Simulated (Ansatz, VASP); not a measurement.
## Two plane-wave programs on YTi2Pb4

The input INCAR:

```
PREC = Accurate
ENCUT = 520
EDIFF = 1E-6
ISMEAR = -1
SIGMA = 0.1
LREAL = F
LASPH = T
NELM = 100
ALGO = Normal
ISIF = 2
LWAVE = F
LCHARG = T
GGA = PE
LELF = T
LVHAR = T
NBANDS = 54
```

File KPOINTS:

```
regular mesh
0
Gamma
  7 7 7
```

File POSCAR:

```
YTi2Pb4
1.0
   -3.7929660000      3.7929660000      3.0990200000
    3.7929660000     -3.7929660000      3.0990200000
    3.7929660000      3.7929660000     -3.0990200000
Y Pb Ti
1 4 2
Direct
    0.0000000000      0.0000000000      0.0000000000
    0.3030000000      0.3030000000      0.6060000000
    0.3030000000      0.6970000000      0.0000000000
    0.6970000000      0.6970000000      0.3940000000
    0.6970000000      0.3030000000      0.0000000000
    0.7500000000      0.2500000000      0.5000000000
    0.2500000000      0.7500000000      0.5000000000
```

Input for Ansatz:

```yaml
crystal:
  lattice:
    - [-3.792966, 3.792966, 3.09902]
    - [3.792966, -3.792966, 3.09902]
    - [3.792966, 3.792966, -3.09902]
  atoms:
    - { symbol: "Y", position: [0.0, 0.0, 0.0] }
    - { symbol: Pb, position: [0.303, 0.303, 0.606] }
    - { symbol: Pb, position: [0.303, 0.697, 0.0] }
    - { symbol: Pb, position: [0.697, 0.697, 0.394] }
    - { symbol: Pb, position: [0.697, 0.303, 0.0] }
    - { symbol: Ti, position: [0.75, 0.25, 0.5] }
    - { symbol: Ti, position: [0.25, 0.75, 0.5] }
  symmetry: { tolerance: 0.0003 }
kpoints:
  mp_grid: { grid: [7, 7, 7], shift: [0, 0, 0] }
  band_path:
    path:
      - [0.0, 0.0, 0.0]
      - [0.0, 0.0, 0.5]
      - [-0.5, 0.5, 0.5]
      - [0.0, 0.0, 0.0]
      - [0.41689021, 0.41689021, -0.41689021]
      - [-0.41689021, 0.58310979, 0.41689021]
      - [-0.5, 0.5, 0.5]
      - [0.0, 0.0, 0.5]
      - [0.25, 0.25, 0.25]
      - [0.0, 0.5, 0.0]
      - [0.0, 0.0, 0.0]
    npoints: 6
magnetization:
  spin_polarized: false
scf:
  occupations: { method: fermi_dirac }
  lower_state_search: "off"
  max_iter: 200
hamiltonian:
  pseudopotentials: { kind: paw }
  xc: pbe
basis:
  ecutwfc: 420
  fft_grid_basis: typed
output:
  forces: true
  stress: true
  eigenvalues: true
  bader: true
  populations: true
  elf: true
  write_potential: true
  volumetric_format: npy
  dos:
    e_range: [-12, 8]
    de: 0.05
    projected: { site_lists: { Pb: [Pb], Ti: [Ti], "Y": ["Y"] } }
checkpoint:
  read: saved_state
```

Alike in both runs: task single point; functional PBE; k mesh 7 × 7 × 7; no spin polarisation.

```csv
,VASP,Ansatz
version,VASP 6.6.1,Ansatz 0.2.0
potentials or method,"VASP PAW PBE potentials, release 64 (Y_sv, Pb_d, Ti_sv), cutoff 520 eV",PAW plane waves
occupations,"fermi-dirac, width 0.1 eV",fermi-dirac
valence electrons in the cell,91,91
```

VASP gave:

* pressure (GPa): -0.5
* traceless stress, the component that is largest in VASP (GPa): -2.72
* rms of the force components (eV/Å): 0.501

**Question.** Which values does Ansatz return?

**Answer.** Pressure (GPa): -0.5; traceless stress, the component that is largest in VASP (GPa): -2.72; rms of the force components (eV/Å): 0.499.

Atom by atom the forces differ by 0.001 eV/Å (rms over components).

Neither program's run includes spin-orbit coupling.
